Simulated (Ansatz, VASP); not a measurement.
## Zr: VASP beside Ansatz

```
Zr
1.0
     3.90287    0.00000    0.00000
    -1.95144    3.37999    0.00000
     0.00000    0.00000   12.74667
Zr
8
Direct
  0.00000 0.00000 0.09375
  0.00000 0.00000 0.59375
  0.00000 0.00000 0.40625
  0.00000 0.00000 0.90625
  0.33333 0.66667 0.15625
  0.66667 0.33333 0.65625
  0.33333 0.66667 0.34375
  0.66667 0.33333 0.84375
```

Alike in both runs: task single point; functional PBE; k mesh 6 × 6 × 2; occupations gaussian, width 0.1 eV; no spin polarisation.

|  | VASP | Ansatz |
| --- | --- | --- |
| version | VASP 6.6.1 | Ansatz 0.2.0 |
| potentials or method | VASP PAW PBE potentials, release 64 (Zr_sv), cutoff 520 eV | scalar-relativistic, plane waves, PAW |
| valence electrons in the cell | 96 | 96 |

|  | VASP | Ansatz | Ansatz less VASP |
| --- | --- | --- | --- |
| gap on the k mesh at the Fermi level (eV) | none | none | - |
| pressure (GPa) | 27.4 | 26.7 | -0.67 |
| traceless stress, the component that is largest in VASP (GPa) | -1.83 | -1.83 | -0.001 |
| rms of the force components (eV/Å) | 0.040 | 0.040 | -0.0002 |

Atom by atom the forces differ by 0.000 eV/Å (rms over components). A gap of «none» marks a metal or a gap that the smearing closes.
